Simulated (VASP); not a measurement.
Here is a VASP 6.6.1 calculation.

The input INCAR:

```
PREC     = Accurate       # precision mode
ENCUT    = 520            # plane-wave cutoff, eV
EDIFF    = 1E-7           # SCF threshold, eV
ISMEAR   = 0              # smearing method
SIGMA    = 0.1            # smearing width, eV
LREAL    = F              # projectors in reciprocal space
LASPH    = T              # aspherical terms in the spheres
NELM     = 60             # most SCF steps
ALGO     = Normal         # electronic algorithm
ISIF     = 2              # what is computed and relaxed
LWAVE    = F              # write WAVECAR
LCHARG   = F              # write CHGCAR
GGA      = PE             # functional
NBANDS   = 31             # bands
```

Contents of KPOINTS:

```
Automatic mesh
0
Gamma
  4 4 4
```

POSCAR

```
Al3InAs4
1.0
    5.8347777416      0.0006567729      0.0033444643
    0.0006603432      5.8361022209     -0.0031817302
   -2.9144179813     -2.9214829933      5.8261493526
Al In As
3 1 4
Direct
    0.2500370788      0.7498715811      0.4999560607
    0.5000936504      0.4998915125     -0.0000014236
    0.7500454672      0.2499315679      0.5000019166
    0.0001385615     -0.0001390582     -0.0000470641
    0.3938732690      0.8671203495      0.2609889103
    0.6059450417      0.6061890158      0.7390741925
    0.8669477591      0.3939951364      0.2609734002
    0.1329191723      0.1331398950      0.7390540073
```

Potentials or basis: VASP PAW PBE potentials, release 64 (Al, In_d, As).

Run with:

```sh
$ cat potpaw_PBE.64/Al/POTCAR potpaw_PBE.64/In_d/POTCAR potpaw_PBE.64/As/POTCAR > POTCAR
$ mpirun -np 1 vasp_std > vasp.out
```

Estimate the pressure.

0.2 GPa.

What does it give for the largest force?

0.007 eV/Å.

Predict the band gap on the k mesh.

1.16 eV.

Forces in eV/Å, atoms in the order of the input:
```
Al  -0.003  0.002  0.001
Al   0.000  0.002  0.001
Al   0.000  0.003  0.000
In  -0.001  0.000  0.000
As  -0.001  0.001  0.001
As   0.005  0.002 -0.003
As   0.003 -0.003  0.003
As  -0.002 -0.006 -0.004
```

Caveat: spin-orbit coupling is left out, which moves the levels of the heavy elements. A k mesh can miss the band edges.
